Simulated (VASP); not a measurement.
# In (Immm) in VASP: notebook

In is run at these levels: PBE; tasks: single point.

All numbers are computed with VASP 6.6.1; they aren't measurements. Logs are shortened: lines on timing, memory, paths and dates and some standing lists are left out, and cuts for length are marked.

## Step 1: The cell of the first run

The structure is orthorhombic, space group Immm (No. 71). Conventional cell: a = 3.187 Å, b = 3.252 Å, c = 4.948 Å, α = 90.00°, β = 90.00°, γ = 90.00°. Within 4.2 Å of In (site symmetry mmm) lie 12 In at 3.19 to 3.36 Å.

## Step 2: Single point, PBE (strain -0.0200 x Voigt [1, 0, 0, 0, 0, 0])

Input file INCAR:

```
SYSTEM = In
ALGO = Fast
EDIFF = 1E-6
ENCUT = 520
GGA = PE
ISIF = 2
ISMEAR = 0
LASPH = .TRUE.
LCHARG = .FALSE.
LREAL = .FALSE.
LWAVE = .FALSE.
NBANDS = 12
NELM = 100
PREC = Accurate
SIGMA = 0.15
```

Input file KPOINTS:

```
k-points
0
G
  20 20 20
  0 0 0
```

Input file POSCAR:

```
In
1.0
   -1.5936270000      1.6261500000      2.4739500000
    1.5936270000     -1.6261500000      2.4739500000
    1.5936270000      1.6261500000     -2.4739500000
In
1
Direct
    0.0000000000      0.0000000000      0.0000000000
```

Potentials or basis: VASP PAW PBE potentials, release 64 (In_d).

Launch:

```sh
> cat potpaw_PBE.64/In_d/POTCAR > POTCAR
> mpirun -np 1 vasp_std > vasp.out
```

OUTCAR:

```text
SYSTEM = In
   EDIFF = 1E-6
   ENCUT = 520
   GGA = PE
   ISIF = 2
   ISMEAR = 0
   LASPH = .TRUE.
   LREAL = .FALSE.
   NELM = 100
   PREC = Accurate

 ion  position               nearest neighbor table
   1  0.000  0.000  0.000-

  LATTYP: Found a body centered orthorhombic cell.
 ALAT       =     3.1872540000
 B/A-ratio  =     1.0204081633
 C/A-ratio  =     1.5524021619

  Lattice vectors:

 A1 = (  -1.5936270000,   1.6261500000,   2.4739500000)
 A2 = (   1.5936270000,  -1.6261500000,   2.4739500000)
 A3 = (   1.5936270000,   1.6261500000,  -2.4739500000)

Analysis of symmetry for initial positions (statically):
=====================================================================
 Subroutine PRICEL returns:
 Original cell was already a primitive cell.

 Routine SETGRP: Setting up the symmetry group for a
 body centered orthorhombic supercell.

 Subroutine GETGRP returns: Found  8 space group operations
 (whereof  8 operations were pure point group operations)
 out of a pool of  8 trial point group operations.

The static configuration has the point symmetry D_2h.

Analysis of symmetry for dynamics (positions and initial velocities):
=====================================================================
 Subroutine PRICEL returns:
 Original cell was already a primitive cell.

 Routine SETGRP: Setting up the symmetry group for a
 body centered orthorhombic supercell.

 Subroutine GETGRP returns: Found  8 space group operations
 (whereof  8 operations were pure point group operations)
 out of a pool of  8 trial point group operations.

The dynamic configuration has the point symmetry D_2h.

 Subroutine INISYM returns: Found  8 space group operations
 (whereof  8 operations are pure point group operations),
 and found     1 'primitive' translations

----------------------------------------------------------------------------------------

                                     Primitive cell

  volume of cell :      25.6447

  direct lattice vectors                    reciprocal lattice vectors
    -1.593627000  1.626150000  2.473950000     0.000000000  0.307474710  0.202105944
     1.593627000 -1.626150000  2.473950000     0.313749704  0.000000000  0.202105944
     1.593627000  1.626150000 -2.473950000     0.313749704  0.307474710  0.000000000

  length of vectors
     3.362207525  3.362207525  3.362207525     0.367950418  0.373209980  0.439294405

  position of ions in fractional coordinates (direct lattice)
     0.000000000  0.000000000  0.000000000

  ion indices of the primitive-cell ions
[... 79 lines left out ...]
   NFREE  =      0    steps in history (QN), initial steepest desc. (CG)
   ISIF   =      2    stress and relaxation
   ISYM   =      2    0-nonsym 1-usesym 2-fastsym
   POTIM  = 0.5000    time-step for ionic-motion
   TEBEG  =    0.0;   TEEND  =   0.0 temperature during run
   PSTRESS=    0.0 pullay stress
   NELECT =      13.0000    total number of electrons
   NUPDOWN=      -1.0000    fix difference up-down
   EMIN   =  10.00;   EMAX   =-10.00  energy-range for DOS
   EFERMI =   0.00;   METHOD = LEGACY
   ISMEAR =     0;   SIGMA  =   0.15  broadening in eV -4-tet -1-fermi 0-gaus
   EFERMI_NEDOS =   21; number of points for ismear=-14 and -15
   IALGO  =     68    algorithm
   IMIX   =      4    mixing-type and parameters
     AMIX     =   0.40;   BMIX     =  1.00
     AMIX_MAG =   1.60;   BMIX_MAG =  1.00
  volume/ion in A,a.u.               =      25.64       173.06
  Fermi-wavevector in a.u.,A,eV,Ry     =   1.305339  2.466732 23.183091  1.703909
  Thomas-Fermi vector in A             =   2.436214
   LORBIT       =      0    0 simple, 1 ext, 2 COOP (PROOUT), +10 PAW based schemes
   GGA     = PE    functional components
   LHFCALC =     F    Hartree Fock is set to
   AEXX    =    0.0000 exact exchange contribution
   IVDW    =     0    specifies the selected vdW correction
   LEPSILON=     F    determine dielectric tensor
   LRPA    =     F    only Hartree local field effects (RPA)
 non-spin polarized calculation
 RMM-DIIS sequential band-by-band and
 Gauss-broadening in eV      SIGMA  =   0.15
  energy-cutoff  :      520.00
  volume of cell :       25.64
 maximum number of plane-waves:       705
 NGX is ok and might be reduce to    28
   NGX = 13   NGY = 13   NGZ = 13

 number of electron      13.0000003 magnetization

 Free energy of the ion-electron system (eV)
  ---------------------------------------------------
  ext. energy  EPLUGINS =         0.00000000
  ---------------------------------------------------
  free energy    TOTEN  =        -2.54500949 eV

  energy without entropy =       -2.53986237  energy(sigma->0) =       -2.54243593

 E-fermi :   7.7670     XC(G=0): -10.3478

 val. band max:        7.7655853572   @ k =  -0.4000  -0.4000   0.4000
 cond. band min:       7.7677677205   @ k =   0.4500  -0.4500   0.1500
 fundamental gap:      0.0021823633
 Fermi energy:         7.7669585727

 k-point     1 :       0.0000    0.0000    0.0000
  band No.  band energies     occupation
      1      -6.9941      2.00000
      2      -6.8779      2.00000
      3      -6.8511      2.00000
      4      -6.7916      2.00000
      5      -6.6676      2.00000
      6      -1.9321      2.00000
      7      18.1694      0.00000
      8      18.5806      0.00000
      9      18.7860      0.00000
     10      19.4856      0.00000
     11      21.7418      0.00000
     12      21.8470      0.00000
[... 331 lines left out ...]
 k-point    24 :      -0.4000    0.0500    0.0000
  band No.  band energies     occupation
      1      -6.9689      2.00000
      2      -6.9467      2.00000
      3      -6.8251      2.00000
      4      -6.6222      2.00000
      5      -6.5832      2.00000
      6       1.4613      2.00000
      7       6.7959      2.00000
      8      15.1492      0.00000
      9      17.1908      0.00000
     10      18.8719      0.00000
     11      19.7904      0.00000
     12      22.0314      0.00000

 [... further k-points ...]
[... 5 lines left out ...]
  --------------------------------------------------------------------------------------
  -------------------------------------------------------------------------------------
  Total        0.5236664      0.4626526      0.4380969      0.0000000      0.0000000      0.0000000
  in kB       32.7165177     28.9046283     27.3704894      0.0000000      0.0000000      0.0000000
  external PRESSURE =      29.6638784 kB  Pullay stress =       0.0000000 kB

 VOLUME and BASIS-vectors are now :
 -----------------------------------------------------------------------------
  energy-cutoff  :      520.00
  volume of cell :       25.64
      direct lattice vectors                 reciprocal lattice vectors
    -1.593627000  1.626150000  2.473950000     0.000000000  0.307474710  0.202105944
     1.593627000 -1.626150000  2.473950000     0.313749704  0.000000000  0.202105944
     1.593627000  1.626150000 -2.473950000     0.313749704  0.307474710  0.000000000

 POSITION                                       TOTAL-FORCE (eV/Angst)
 -----------------------------------------------------------------------------------
      0.00000      0.00000      0.00000         0.000000     -0.000000      0.000000
 -----------------------------------------------------------------------------------
    total drift:                                0.000000     -0.000000     -0.000000

  FREE ENERGIE OF THE ION-ELECTRON SYSTEM (eV)
  ---------------------------------------------------
  free  energy   TOTEN  =        -2.5450094861 eV

  energy  without entropy=       -2.5398623658  energy(sigma->0) =       -2.54243593
```

stdout:

```text
POSCAR found type information on POSCAR In
 POSCAR found :  1 types and       1 ions
 scaLAPACK will be used
 LDA part: xc-table for (Slater+PW92), standard interpolation
 POSCAR, INCAR and KPOINTS ok, starting setup
 FFT: planning ... GRIDC
 FFT: planning ... GRID_SOFT
 FFT: planning ... GRID
 WAVECAR not read
 entering main loop
WARNING in EDDRMM: call to ZHEGV failed, returncode =   8  4     11
WARNING in EDDRMM: call to ZHEGV failed, returncode =   6  3     10
WARNING in EDDRMM: call to ZHEGV failed, returncode =   8  4     11
WARNING in EDDRMM: call to ZHEGV failed, returncode =   6  3     11
WARNING in EDDRMM: call to ZHEGV failed, returncode =   8  4     11
WARNING in EDDRMM: call to ZHEGV failed, returncode =   6  3     11
WARNING in EDDRMM: call to ZHEGV failed, returncode =   6  3     11
WARNING in EDDRMM: call to ZHEGV failed, returncode =   6  3     10
WARNING in EDDRMM: call to ZHEGV failed, returncode =   8  4     11
```

Wall time 6.2 min (1 thread of Intel Xeon Platinum 8259CL at 2.50GHz (Skylake/Cascade Lake), shared host); peak memory 0.44 GiB.

Results:

- Free energy: -2.5450 eV
- Pressure: 3.0 GPa
- Band gap on the k mesh: zero (an odd number of electrons rules out a gap without spin polarisation)

Stress tensor (GPa, compression positive):
```
3.27 0.00 0.00
0.00 2.89 0.00
0.00 0.00 2.74
```

Caveat: the cell differs from its parent crystal (strain -0.0200 x Voigt [1, 0, 0, 0, 0, 0]); spin-orbit coupling is left out, which moves the levels of the heavy elements.

(Continued in part 2 of 2.)
